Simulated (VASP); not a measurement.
Set up this calculation in VASP 6.6.1, as the native input.

```
Task                   : relaxation of shape and atoms at fixed volume
Functional             : PBE
Potentials or basis    : VASP PAW PBE potentials, release 64 (Ti_sv, B)
Cutoff                 : 600 eV
k mesh                 : 18 × 18 × 14
Occupations            : gaussian, width 0.1 eV
Spin                   : no spin polarisation
Dipole correction      : no
Further INCAR settings : ALGO = Normal; EDIFF = 1e-06; IBRION = 2; EDIFFG = -0.01; NSW = 50; ISIF = 4
```

The structure of TiB2 lies in POSCAR:

```
TiB2
1.0
    3.0011785326      0.0000000000      0.0000000000
   -1.5005892663      2.5990968505      0.0000000000
    0.0000000000      0.0000000000      3.1916596049
Ti B
1 2
Direct
    0.0000000000      0.0000000000      0.0000000000
    0.3333333333      0.6666666667      0.5000000000
    0.6666666667      0.3333333333      0.5000000000
```

These files were run (other wordings do the same):

INCAR

```
PREC = Accurate ; ENCUT = 600
EDIFF = 1E-6 ; ISMEAR = 0
SIGMA = 0.1 ; LREAL = F
LASPH = T ; NELM = 60
ALGO = Normal ; ISIF = 4
LWAVE = F ; LCHARG = F
GGA = PE ; IBRION = 2
NSW = 50 ; EDIFFG = -0.01
```

KPOINTS

```
Automatic mesh
0
Gamma
  18 18 14
```

Potentials or basis: VASP PAW PBE potentials, release 64 (Ti_sv, B).

Run with:

```sh
$ cat potpaw_PBE.64/Ti_sv/POTCAR potpaw_PBE.64/B/POTCAR > POTCAR
$ mpirun -np 1 vasp_std > vasp.out
```

Results of the run:

```
Energy gained by relaxing : 0.1 meV/atom
Ionic steps               : 2
Pressure after relaxing   : 8.3 GPa
Band gap on the k mesh    : zero (bands 9 and 10 overlap by 0.63 eV)
```

Run time: 90 s on 1 thread of Intel(R) Xeon(R) Platinum 8488C (Sapphire Rapids) (shared host), peak memory 0.25 GiB.
